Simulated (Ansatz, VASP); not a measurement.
WSe: VASP beside Ansatz

```
W Se
1.0
     0.00000    2.83887    2.83887
     2.83887    0.00000    2.83887
     5.67773    5.67773    0.00000
W Se
2 2
Direct
  0.00000 0.00000 0.00000
  0.00000 0.00000 0.50000
  0.25000 0.25000 0.12500
  0.25000 0.25000 0.62500
```

Alike in both runs: task single point; functional PBE; k mesh 12 × 12 × 6; occupations gaussian, width 0.1 eV; collinear spin.

```csv
,VASP,Ansatz
version,VASP 6.6.1,Ansatz 0.2.0
potentials or method,"VASP PAW PBE potentials, release 64 (W_sv, Se), cutoff 520 eV","scalar-relativistic, plane waves, PAW"
valence electrons in the cell,40,60
```

```tsv
	VASP	Ansatz	Ansatz less VASP
gap on the k mesh at the Fermi level (eV)	none	none	-
pressure (GPa)	-0.6	-0.8	-0.21
net moment per atom (μB)	0.00	0.00	0.000
size of the moment on the site where the two differ most (μB)	0.70	0.56	-0.146
```

Site moments also hang on the region over which each program counts them. A gap of «none» marks a metal or a gap that the smearing closes. VASP's potentials hold 40 valence electrons a cell and Ansatz's 60, so a difference there can come from the potentials and not from the codes.

Spin-orbit coupling is off throughout.
